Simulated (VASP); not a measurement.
**SnTe: relaxation of cell and atoms with PBE**

The system is SnTe.

```
CELL_PARAMETERS angstrom
0.00000 3.61115 3.61115
3.61115 0.00000 3.61115
3.61115 3.61115 0.00000
ATOMIC_POSITIONS crystal
Sn 0.00000 0.00000 0.00000
Te 0.75000 0.75000 0.75000
```

```yaml
Program: VASP 6.6.1
Task: relaxation of cell and atoms
Functional: PBE
Potentials_or_basis: VASP PAW PBE potentials, release 64 (Sn_d, Te)
Cutoff: 600 eV
k_mesh: 8 × 8 × 8
Occupations: gaussian, width 0.01 eV
Spin: no spin polarisation
Dipole_correction: no
Further_INCAR_settings: ALGO = Normal; EDIFF = 1e-06; IBRION = 2; EDIFFG = -0.005; NSW = 100; ISIF = 3
```

```json
{
 "Relaxed volume": "47.01 Å³/atom",
 "Relaxed cell": "a = 5.104 Å, b = 5.104 Å, c = 5.104 Å, α = 60.00°, β = 60.00°, γ = 60.00°",
 "Space group after relaxing (to 0.05 Å)": "F-43m (No. 216)",
 "Energy gained by relaxing": "0.0 meV/atom",
 "Ionic steps": "2",
 "Pressure after relaxing": "0.0 GPa",
 "Band gap on the k mesh": "0.08 eV, indirect (least direct gap 0.79 eV)"
}
```

Final structure:
```
Sn Te
1.0
     0.00000    3.60902    3.60902
     3.60902    0.00000    3.60902
     3.60902    3.60902    0.00000
Sn Te
1 1
Direct
  0.00000 0.00000 0.00000
  0.75000 0.75000 0.75000
```

Levels at points of the mesh, in eV from the valence-band top:
```
           k point  band 6  band 7  band 8  band 9  band 10  band 11  band 12  band 13  band 14
(0.00, 0.00, 0.00)  -11.57   -5.21   -1.97   -1.97    -1.97     0.97     0.97     0.97     4.09
(0.50, 0.00, 0.00)  -11.03   -7.04   -2.50   -2.50    -2.08     1.78     1.78     3.38     5.64
(0.50, 0.50, 0.00)  -10.81   -7.40   -3.16   -3.16    -0.71     0.08     3.85     3.85     5.39
```

It took 44 s on 1 thread of Intel(R) Xeon(R) 6975P-C (Granite Rapids), with other jobs on the host, peak memory 0.29 GiB.

Caveat: spin-orbit coupling is left out, which moves the levels of the heavy elements. A k mesh can miss the band edges.
